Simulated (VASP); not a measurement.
The system is Si4Mo3.

```xyz
7
Lattice="4.2743 0.0000 0.0000 -2.1372 3.7017 0.0000 0.0000 0.0000 7.9513" Properties=species:S:1:pos:R:3 pbc="T T T"
Si    0.0000    0.0000    5.8942
Si    0.0000    0.0000    2.0571
Si    0.0000    2.4678    1.0099
Si    2.1372    1.2339    6.9414
Mo    2.1372    0.0000    3.9756
Mo   -1.0686    1.8508    3.9756
Mo    1.0686    1.8508    3.9756
```

| Quantity | Value |
| --- | --- |
| Program | VASP 6.6.1 |
| Task | relaxation of cell and atoms |
| Functional | PBE |
| Potentials or basis | VASP PAW PBE potentials, release 64 (Si, Mo_sv) |
| Cutoff | 600 eV |
| k mesh | 4 × 4 × 2 |
| Occupations | gaussian, width 0.2 eV |
| Spin | no spin polarisation |

At the start: pressure 32.2 GPa; volume 17.97 Å³/atom.

Q: How do energy, volume and symmetry change on relaxing?

A: Over 19 steps the energy falls by 1873.3 meV/atom and the volume is 15.20 Å³/atom (-15.4 %); space group P6/mmm (No. 191, to 0.05 Å).

Step by step:
| step | energy change (eV) | largest force (eV/Å) | pressure (GPa) | volume (Å³) |
| --- | --- | --- | --- | --- |
| 1 | 0.0000 | 0.7170 | 32.25 | 125.81 |
| 2 | -2.1776 | 1.8119 | -18.29 | 197.95 |
| 3 | -4.8961 | 1.2179 | -7.10 | 160.80 |
| 4 | -4.8977 | 1.2078 | -6.69 | 160.07 |
| 5 | -6.7849 | 0.9813 | -5.09 | 147.05 |
| 6 | -3.8586 | 13.3698 | 51.54 | 102.26 |
| 7 | -7.6806 | 0.9631 | -5.01 | 138.96 |
| 8 | -9.1836 | 2.6186 | 6.21 | 121.32 |
| 9 | -9.9426 | 3.9275 | -0.16 | 122.10 |
| 10 | -9.9427 | 3.9177 | -0.14 | 122.10 |
| 11 | -10.8899 | 2.8266 | -8.84 | 122.62 |
| 12 | -11.2595 | 1.5232 | -14.74 | 122.86 |
| 13 | -11.2913 | 1.9884 | -13.68 | 122.85 |
| 14 | -12.0993 | 1.6080 | -9.42 | 115.66 |
| 15 | -12.4324 | 2.8260 | -0.66 | 108.01 |
| 16 | -12.9937 | 0.1428 | 3.46 | 104.54 |
| 17 | -13.0246 | 0.6055 | 5.30 | 103.52 |
| 18 | -13.1125 | 0.0749 | 0.16 | 106.13 |
| 19 | -13.1132 | 0.0750 | -0.35 | 106.41 |

Final structure:
```yaml
crystal:
  lattice:
    - [5.21357, 0.00000, 0.00000]
    - [-2.60679, 4.51509, 0.00000]
    - [0.00000, 0.00000, 4.52042]
  atoms:
    - { symbol: Si, position: [0.00000, 0.00000, 0.74904] }
    - { symbol: Si, position: [0.00000, 0.00000, 0.25096] }
    - { symbol: Si, position: [0.33333, 0.66667, 0.99813] }
    - { symbol: Si, position: [0.66667, 0.33333, 0.00187] }
    - { symbol: Mo, position: [0.50000, 0.00000, 0.50000] }
    - { symbol: Mo, position: [0.00000, 0.50000, 0.50000] }
    - { symbol: Mo, position: [0.50000, 0.50000, 0.50000] }
```

Caveat: the k points lie up to 0.69 Å⁻¹ apart in the final cell; the volume moved by over 15 % at a fixed basis, so the end points are rough; the relaxation stopped at a loose force limit of 0.08 eV/Å, so its end isn't a converged minimum.
